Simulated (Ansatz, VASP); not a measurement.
H3SI in VASP and in Ansatz

Contents of POSCAR:

```
H3SI
1.0
    4.2709750000      0.0000000000      0.0000000000
    0.0000000000      4.2709750000      0.0000000000
    0.0000000000      0.0000000000      4.2709750000
H I S
3 1 1
Direct
    0.5150000000      0.3990000000      0.0160000000
    0.0160000000      0.5150000000      0.3990000000
    0.3990000000      0.0160000000      0.5150000000
    0.0000000000      0.0000000000      0.0000000000
    0.5360000000      0.5360000000      0.5360000000
```

Contents of INCAR.step1:

```
ALGO = Normal
EDIFF = 1E-5
ENCUT = 520
GGA = PE
ISIF = 2
ISMEAR = 0
LASPH = True
LCHARG = False
LREAL = False
LWAVE = True
NBANDS = 16
NELM = 100
PREC = Accurate
SIGMA = 0.0128
```

File INCAR.step2:

```
ALGO = Normal
EDIFF = 1E-7
ENCUT = 520
GGA = PE
HFSCREEN = 0.2079
ISIF = 2
ISMEAR = 0
ISTART = 1
LASPH = True
LCHARG = False
LHFCALC = True
LREAL = False
LWAVE = False
NBANDS = 16
NELM = 100
PREC = Accurate
PRECFOCK = Fast
SIGMA = 0.0128
```

The input KPOINTS:

```
k-points
0
Gamma
  3 3 3
```

Input for Ansatz:

```yaml
crystal:
  lattice:
    - [4.270975, 0.0, 0.0]
    - [0.0, 4.270975, 0.0]
    - [0.0, 0.0, 4.270975]
  atoms:
    - { symbol: H, position: [0.515, 0.399, 0.016] }
    - { symbol: H, position: [0.016, 0.515, 0.399] }
    - { symbol: H, position: [0.399, 0.016, 0.515] }
    - { symbol: I, position: [0.0, 0.0, 0.0] }
    - { symbol: S, position: [0.536, 0.536, 0.536] }
  symmetry: { tolerance: 0.0003 }
kpoints:
  mp_grid: { grid: [3, 3, 3], shift: [0, 0, 0] }
magnetization:
  spin_polarized: false
scf:
  occupations: { method: gaussian, width: 0.0128 }
hamiltonian:
  pseudopotentials: { kind: paw }
  xc: hse06
basis:
  ecutwfc: 420
  fft_grid_basis: typed
output:
  forces: true
  stress: true
  eigenvalues: true
  bader: true
  populations: true
  elf: true
  write_potential: true
  volumetric_format: npy
  dos:
    e_range: [-12, 8]
    de: 0.05
    projected: { site_lists: { H: [H], I: [I], S: [S] } }
  write_density: true
```

Alike in both runs: task single point; functional HSE06; k mesh 3 × 3 × 3; occupations gaussian, width 0.0128 eV; no spin polarisation.

|  | VASP | Ansatz |
| --- | --- | --- |
| version | VASP 6.6.1 | Ansatz 0.2.0 |
| potentials or method | VASP PAW PBE potentials, release 64 (H, I, S), cutoff 520 eV | PAW plane waves |
| valence electrons in the cell | 16 | 26 |

```tsv
	VASP	Ansatz	Ansatz less VASP
gap on the k mesh at the Fermi level (eV)	0.24	0.23	-0.010
pressure (GPa)	-11.7	-11.5	+0.14
traceless stress, the component that is largest in VASP (GPa)	2.73	2.72	-0.005
rms of the force components (eV/Å)	0.596	0.594	-0.0018
```

Atom by atom the forces differ by 0.002 eV/Å (rms over components). VASP's potentials hold 16 valence electrons a cell and Ansatz's 26, so a difference there can come from the potentials and not from the codes. Ansatz's warnings: stress exchange threshold loose, stress scf threshold loose.

The k mesh is coarse, so the values compare programs but aren't converged. Spin-orbit coupling is off throughout.
